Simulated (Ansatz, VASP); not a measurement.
# One calculation of Sn3PdO8, two programs

```
Pd Sn O
1.0
     4.73735    0.00000    0.00000
     0.00000    4.73735    0.00000
     0.00000    0.00000    6.37280
Pd Sn O
1 3 8
Direct
  0.00000 0.00000 0.00000
  0.00000 0.00000 0.50000
  0.50000 0.50000 0.24640
  0.50000 0.50000 0.75360
  0.30028 0.30028 0.00000
  0.30836 0.30836 0.50000
  0.18970 0.81030 0.24409
  0.18970 0.81030 0.75591
  0.69972 0.69972 0.00000
  0.69164 0.69164 0.50000
  0.81030 0.18970 0.24409
  0.81030 0.18970 0.75591
```

Alike in both runs: task single point; functional PBEsol; k mesh 4 × 4 × 3; occupations gaussian, width 0.05 eV; no spin polarisation; Hubbard terms Pd d U = 2.0 eV.

|  | VASP | Ansatz |
| --- | --- | --- |
| version | VASP 6.6.1 | Ansatz 0.2.0 |
| potentials or method | VASP PAW PBE potentials, release 64 (Pd, Sn_d, O), cutoff 520 eV | scalar-relativistic, plane waves, PAW |
| valence electrons in the cell | 100 | 108 |

```csv
,VASP,Ansatz,Ansatz less VASP
gap on the k mesh at the Fermi level (eV),0.59,0.62,+0.022
least direct gap on the mesh (eV),0.61,0.63,+0.022
pressure (GPa),-2.5,-2.2,+0.27
"traceless stress, the component that is largest in VASP (GPa)",-1.00,-0.90,+0.098
rms of the force components (eV/Å),0.084,0.003,-0.0819
```

VASP's potentials were made for PBE, not for PBEsol. The programs project onto different local orbitals, so the same U acts differently, and such runs can settle in different states. Atom by atom the forces differ by 0.084 eV/Å (rms over components). VASP's potentials hold 100 valence electrons a cell and Ansatz's 108, so a difference there can come from the potentials and not from the codes.
